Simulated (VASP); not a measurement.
# Au in VASP: notebook, part 2 of 2

VASP 6.6.1. The steps go on from the part before.

## 3. Single point, PBE (strain +0.015 along x and y, +0.030 along z)

INCAR reads:

```
ALGO = Fast ; EDIFF = 1E-6
ENCUT = 520 ; GGA = PE
ISIF = 2 ; ISMEAR = 0
LASPH = T ; LCHARG = T
LELF = T ; LREAL = F
LVHAR = T ; LWAVE = F
NBANDS = 12 ; NELM = 80
PREC = Accurate ; SIGMA = 0.15
```

KPOINTS reads:

```
k-points
0
Gamma
  20 20 20
```

POSCAR reads:

```
Au
1.0
    0.0000000000      2.0761825000      2.1068650000
    2.0761825000      0.0000000000      2.1068650000
    2.0761825000      2.0761825000      0.0000000000
Au
1
Direct
    0.0000000000      0.0000000000      0.0000000000
```

Potentials or basis: VASP PAW PBE potentials, release 64 (Au).

Started as:

```sh
> cat potpaw_PBE.64/Au/POTCAR > POTCAR
> mpirun -np 1 vasp_std > vasp.out
```

OUTCAR:

```text
EDIFF = 1E-6
   ENCUT = 520
   GGA = PE
   ISIF = 2
   ISMEAR = 0
   LASPH = T
   LREAL = F
   NELM = 80
   PREC = Accurate

 ion  position               nearest neighbor table
   1  0.000  0.000  0.000-

  LATTYP: Found a body centered tetragonal cell.
 ALAT       =     2.9361654495
 C/A-ratio  =     1.4351132702

  Lattice vectors:

 A1 = (  -2.0761825000,   0.0000000000,   2.1068650000)
 A2 = (   2.0761825000,   0.0000000000,   2.1068650000)
 A3 = (   0.0000000000,   2.0761825000,  -2.1068650000)

Analysis of symmetry for initial positions (statically):
=====================================================================
 Subroutine PRICEL returns:
 Original cell was already a primitive cell.

 Routine SETGRP: Setting up the symmetry group for a
 body centered tetragonal supercell.

 Subroutine GETGRP returns: Found 16 space group operations
 (whereof 16 operations were pure point group operations)
 out of a pool of 16 trial point group operations.

The static configuration has the point symmetry D_4h.

Analysis of symmetry for dynamics (positions and initial velocities):
=====================================================================
 Subroutine PRICEL returns:
 Original cell was already a primitive cell.

 Routine SETGRP: Setting up the symmetry group for a
 body centered tetragonal supercell.

 Subroutine GETGRP returns: Found 16 space group operations
 (whereof 16 operations were pure point group operations)
 out of a pool of 16 trial point group operations.

The dynamic configuration has the point symmetry D_4h.

 Subroutine INISYM returns: Found 16 space group operations
 (whereof 16 operations are pure point group operations),
 and found     1 'primitive' translations

----------------------------------------------------------------------------------------

                                     Primitive cell

  volume of cell :      18.1634

[... 114 lines left out ...]
   IVDW    =     0    specifies the selected vdW correction
   LEPSILON=     F    determine dielectric tensor
   LRPA    =     F    only Hartree local field effects (RPA)
 non-spin polarized calculation
 RMM-DIIS sequential band-by-band and
 Gauss-broadening in eV      SIGMA  =   0.15
  energy-cutoff  :      520.00
  volume of cell :       18.16
 maximum number of plane-waves:       531
 NGX is ok and might be reduce to    24
   NGX = 11   NGY = 11   NGZ = 11

 number of electron      11.0000001 magnetization

 Free energy of the ion-electron system (eV)
  ---------------------------------------------------
  ext. energy  EPLUGINS =         0.00000000
  ---------------------------------------------------
  free energy    TOTEN  =        -3.22191660 eV

  energy without entropy =       -3.21911352  energy(sigma->0) =       -3.22051506

 E-fermi :   8.4197     XC(G=0): -12.3375

 val. band max:        8.3935348074   @ k =   0.5000   0.0500   0.1500
 cond. band min:       8.4238135558   @ k =   0.5000   0.3000   0.1000
 fundamental gap:      0.0302787484
 Fermi energy:         8.4197134163

 k-point     1 :       0.0000    0.0000    0.0000
  band No.  band energies     occupation
      1      -0.7527      2.00000
      2       4.0041      2.00000
      3       4.1234      2.00000
      4       4.1234      2.00000
      5       5.3703      2.00000
      6       5.4988      2.00000
      7      23.0404      0.00000
      8      26.5322      0.00000
      9      26.7383      0.00000
     10      26.7383      0.00000
     11      31.3800      0.00000
     12      35.2692      0.00000
[... 331 lines left out ...]
 k-point    24 :      -0.3500    0.0500    0.0000
  band No.  band energies     occupation
      1       1.7009      2.00000
      2       4.0933      2.00000
      3       4.2547      2.00000
      4       5.1714      2.00000
      5       6.0105      2.00000
      6       6.5532      2.00000
      7      14.7064      0.00000
      8      22.9676      0.00000
      9      25.0604      0.00000
     10      26.7617      0.00000
     11      31.0355      0.00000
     12      31.9470      0.00000

 [... further k-points ...]

------------------------ aborting loop because EDIFF is reached ----------------------------------------

  FORCE on cell =-STRESS in cart. coord.  units (eV):
  Direction    XX          YY          ZZ          XY          YZ          ZX
  --------------------------------------------------------------------------------------
  -------------------------------------------------------------------------------------
  Total       -0.1632676     -0.1632676     -0.2062927      0.0000000      0.0000000     -0.0000000
  in kB      -14.4016657    -14.4016657    -18.1968670      0.0000000      0.0000000     -0.0000000
  external PRESSURE =     -15.6667328 kB  Pullay stress =       0.0000000 kB

 VOLUME and BASIS-vectors are now :
 -----------------------------------------------------------------------------
  energy-cutoff  :      520.00
  volume of cell :       18.16
      direct lattice vectors                 reciprocal lattice vectors
     0.000000000  2.076182500  2.106865000    -0.240826613  0.240826613  0.237319430
     2.076182500  0.000000000  2.106865000     0.240826613 -0.240826613  0.237319430
     2.076182500  2.076182500  0.000000000     0.240826613  0.240826613 -0.237319430

 POSITION                                       TOTAL-FORCE (eV/Angst)
 -----------------------------------------------------------------------------------
      0.00000      0.00000      0.00000         0.000000      0.000000      0.000000
 -----------------------------------------------------------------------------------
    total drift:                               -0.000000      0.000000     -0.000000

  FREE ENERGIE OF THE ION-ELECTRON SYSTEM (eV)
  ---------------------------------------------------
  free  energy   TOTEN  =        -3.2219166010 eV

  energy  without entropy=       -3.2191135232  energy(sigma->0) =       -3.22051506
```

OSZICAR:

```text
N       E                     dE             d eps       ncg     rms          rms(c)
DAV:   1     0.494310139026E+02    0.49431E+02   -0.55222E+03 15976   0.809E+02
DAV:   2    -0.277685948320E+01   -0.52208E+02   -0.49092E+02 17964   0.184E+02
DAV:   3    -0.348047228000E+01   -0.70361E+00   -0.70297E+00 18580   0.207E+01
DAV:   4    -0.348293775675E+01   -0.24655E-02   -0.24654E-02 18360   0.142E+00
DAV:   5    -0.348295713750E+01   -0.19381E-04   -0.19380E-04 18976   0.121E-01    0.770E+00
RMM:   6    -0.323788167319E+01    0.24508E+00   -0.30763E-01 15460   0.460E+00    0.502E+00
RMM:   7    -0.322359664169E+01    0.14285E-01   -0.32096E-02 16491   0.168E+00    0.261E+00
RMM:   8    -0.322195707825E+01    0.16396E-02   -0.26560E-03 17079   0.426E-01    0.329E-01
RMM:   9    -0.322191092321E+01    0.46155E-04   -0.37598E-04 17899   0.166E-01    0.106E-01
RMM:  10    -0.322191512992E+01   -0.42067E-05   -0.54977E-05 17717   0.558E-02    0.478E-02
RMM:  11    -0.322191648235E+01   -0.13524E-05   -0.12074E-05 16482   0.223E-02    0.982E-03
RMM:  12    -0.322191660095E+01   -0.11860E-06   -0.10226E-06 14072   0.642E-03
   1 F= -.32219166E+01 E0= -.32205151E+01  d E =-.280308E-02
```

stdout:

```text
POSCAR found type information on POSCAR Au
 POSCAR found :  1 types and       1 ions
 scaLAPACK will be used
 LDA part: xc-table for (Slater+PW92), standard interpolation
 POSCAR, INCAR and KPOINTS ok, starting setup
 FFT: planning ... GRIDC
 FFT: planning ... GRID_SOFT
 FFT: planning ... GRID
 WAVECAR not read
 entering main loop
```

Wall time 2.8 min (1 thread of Intel Xeon 8259CL, shared host); peak memory 0.26 GiB.

What came out:

* Free energy: -3.2219 eV
* Pressure: -1.6 GPa
* Band gap on the k mesh: zero (an odd number of electrons rules out a gap without spin polarisation)

Stress tensor (GPa, compression positive):
```
-1.44  0.00  0.00
 0.00 -1.44  0.00
 0.00  0.00 -1.82
```

Caveat: the cell differs from its parent crystal (strain +0.015 along x and y, +0.030 along z); spin-orbit coupling is left out, which moves the levels of the heavy elements.

## 4. Single point, PBE (strain +0.030 along x and y, +0.015 along z)

INCAR reads:

```
SYSTEM = Au
  PREC = Accurate
  ENCUT = 520
  EDIFF = 1E-7
  ISMEAR = 0
  SIGMA = 0.15
  LREAL = .FALSE.
  LASPH = .TRUE.
  NELM = 100
  ALGO = Fast
  ISIF = 2
  LWAVE = .FALSE.
  LCHARG = .FALSE.
  GGA = PE
  NBANDS = 12
```

KPOINTS reads:

```
Automatic mesh
0
G
  20 20 20
  0 0 0
```

POSCAR reads:

```
Au
1.0
    0.0000000000      2.1068650000      2.0761825000
    2.1068650000      0.0000000000      2.0761825000
    2.1068650000      2.1068650000      0.0000000000
Au
1
Direct
    0.0000000000      0.0000000000      0.0000000000
```

Started as:

```sh
> cat potpaw_PBE.64/Au/POTCAR > POTCAR
> mpirun -np 1 vasp_std > vasp.out
```

It took 2.5 min on 1 thread of Intel Xeon 8259CL, shared host; peak memory 0.26 GiB.

It converged, with:

```yaml
Free_energy: -3.2178 eV
Pressure: -3.5 GPa
Band_gap_on_the_k_mesh: zero (an odd number of electrons rules out a gap without spin polarisation)
```

Stress tensor (GPa, compression positive):
```
-3.56  0.00  0.00
 0.00 -3.56  0.00
 0.00  0.00 -3.25
```

Levels at points of the mesh, in eV from the Fermi level:
```tsv
k point	band 2	band 3	band 4	band 5	band 6	band 7	band 8	band 9	band 10	band 11
(0.00, 0.00, 0.00)	-4.30	-4.30	-4.19	-3.01	-2.88	14.63	18.11	18.11	18.31	22.85
(0.50, 0.00, 0.00)	-4.34	-4.24	-1.93	-1.87	-0.57	2.70	14.05	16.40	16.74	23.66
(0.50, 0.50, 0.00)	-6.06	-1.94	-1.61	-1.61	1.43	5.41	9.65	9.65	16.26	18.65
(0.50, 0.00, 0.50)	-6.07	-1.94	-1.67	-1.58	1.19	5.09	9.89	9.90	16.48	18.88
```

Caveat: the cell differs from its parent crystal (strain +0.030 along x and y, +0.015 along z); the cell stands under tension; spin-orbit coupling is left out, which moves the levels of the heavy elements.

## 5. Single point, PBE (strain -0.030 along x and y, -0.030 along z)

INCAR reads:

```
  PREC = Accurate
  ENCUT = 520
  EDIFF = 1E-6
  ISMEAR = 0
  SIGMA = 0.15
  LREAL = F
  LASPH = T
  NELM = 100
  ALGO = Fast
  ISIF = 2
  LWAVE = F
  LCHARG = F
  GGA = PE
  NBANDS = 12
```

KPOINTS reads:

```
Automatic mesh
0
Gamma
  20 20 20
```

POSCAR reads:

```
Au
1.0
    0.0000000000      1.9841350000      1.9841350000
    1.9841350000      0.0000000000      1.9841350000
    1.9841350000      1.9841350000      0.0000000000
Au
1
Direct
    0.0000000000      0.0000000000      0.0000000000
```

Started as:

```sh
> cat potpaw_PBE.64/Au/POTCAR > POTCAR
> mpirun -np 1 vasp_std > vasp.out
```

Wall time 1.9 min (1 thread of Intel Xeon 8259CL, shared host); peak memory 0.18 GiB.

Results (log left out):

- Free energy: -3.0406 eV
- Pressure: 29.2 GPa
- Band gap on the k mesh: zero (an odd number of electrons rules out a gap without spin polarisation)

Levels at points of the mesh, in eV from the Fermi level:
| k point | band 2 | band 3 | band 4 | band 5 | band 6 | band 7 | band 8 | band 9 | band 10 | band 11 |
| --- | --- | --- | --- | --- | --- | --- | --- | --- | --- | --- |
| (0.00, 0.00, 0.00) | -5.21 | -5.21 | -5.21 | -3.44 | -3.44 | 14.34 | 18.85 | 18.85 | 18.85 | 24.04 |
| (0.50, 0.00, 0.00) | -5.26 | -5.26 | -2.05 | -2.05 | -1.39 | 3.56 | 13.82 | 17.76 | 17.76 | 26.28 |
| (0.50, 0.50, 0.00) | -7.59 | -2.09 | -1.67 | -1.67 | 0.76 | 6.51 | 10.24 | 10.24 | 18.17 | 21.05 |

Caveat: the cell differs from its parent crystal (strain -0.030 along x and y, -0.030 along z); the cell stands under pressure; spin-orbit coupling is left out, which moves the levels of the heavy elements.

## 6. Summary

| cell | further INCAR settings | gap on the mesh (eV) | pressure (GPa) |
| --- | --- | --- | --- |
| a = 2.936, b = 2.936, c = 2.980 Å, angles 59.5, 59.5, 61.0°, 1 atom | ALGO = Fast; EDIFF = 1e-06; NBANDS = 12 | none | -1.5 |
| a = 2.958, b = 2.958, c = 2.936 Å, angles 60.2, 60.2, 59.5°, 1 atom | ALGO = Fast; EDIFF = 1e-06; NBANDS = 12 | none | -1.6 |
| a = 2.958, b = 2.958, c = 2.980 Å, angles 59.8, 59.8, 60.5°, 1 atom | ALGO = Fast; EDIFF = 1e-07; NBANDS = 12 | none | -3.5 |
| a = 2.806 Å, angles 60.0°, 1 atom | ALGO = Fast; EDIFF = 1e-06; NBANDS = 12 | none | 29.2 |

Alike in all rows: task single point; level PBE; potentials or basis VASP PAW PBE potentials, release 64 (Au); no spin polarisation; k mesh 20 × 20 × 20; cutoff (eV) 520; smearing gaussian 0.15 eV.

Caveats: spin-orbit coupling is left out, which moves the levels of the heavy elements; the cell stands under tension (at least some runs); the cell stands under pressure (at least some runs).

Total energies depend on the potentials used, so only differences within one code and one set of settings carry meaning.
